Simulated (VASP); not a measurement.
Input of a VASP 6.6.1 run:

The input POSCAR:

```
WSe
1.0
    4.0372571324      0.0000000000      0.0000000000
   -2.0186285662      3.4963672383      0.0000000000
    0.0000000000      0.0000000000      6.7531449163
W Se
2 2
Direct
    0.0000000000      0.0000000000      0.0000000000
    0.0000000000      0.0000000000      0.5000000000
    0.3333333333      0.6666666667      0.2500000000
    0.6666666667      0.3333333333      0.7500000000
```

Contents of INCAR.step1:

```
ALGO = Normal
EDIFF = 1E-4
ENCUT = 520
GGA = PE
ISMEAR = 0
ISPIN = 2
LASPH = T
LCHARG = F
LDAU = T
LDAUJ = 0 0
LDAUL = 2 -1
LDAUTYPE = 2
LDAUU = 6.2 0
LMAXMIX = 4
LREAL = F
LWAVE = T
MAGMOM = 0.5 0.5 0 0
NBANDS = 32
NELM = 150
PREC = Accurate
SIGMA = 0.1
```

File INCAR.step2:

```
ALGO = Normal
EDIFF = 1E-7
ENCUT = 520
ISIF = 2
ISMEAR = 0
ISPIN = 2
ISTART = 1
LASPH = T
LCHARG = F
LDAU = T
LDAUJ = 0 0
LDAUL = 2 -1
LDAUPRINT = 1
LDAUTYPE = 2
LDAUU = 6.2 0
LMAXMIX = 4
LMIXTAU = T
LORBIT = 11
LREAL = F
LWAVE = F
MAGMOM = 0.5 0.5 0 0
METAGGA = R2SCAN
NBANDS = 32
NELM = 150
PREC = Accurate
SIGMA = 0.1
```

File KPOINTS:

```
k-points
0
Gamma
  12 12 6
```

Potentials or basis: VASP PAW PBE potentials, release 64 (W_sv, Se).

Run with:

```sh
$ cat potpaw_PBE.64/W_sv/POTCAR potpaw_PBE.64/Se/POTCAR > POTCAR
$ cp INCAR.step1 INCAR
$ mpirun -np 1 vasp_std > vasp.out
$ cp INCAR.step2 INCAR
$ mpirun -np 1 vasp_std > vasp.out
```

(1) Estimate the net moment.

(2) Estimate the pressure.

(3) What does it give for the band gap on the k mesh?

(4) Estimate the site moments.

Answers

(1) 7.99 μB per cell.

(2) -1.9 GPa.

(3) zero (filled and empty bands overlap).

(4) W +3.33; Se -0.11 μB.

Caveat: the PAW data sets were made with another functional, which shifts forces and pressure a little; spin-orbit coupling is left out, which moves the levels of the heavy elements.
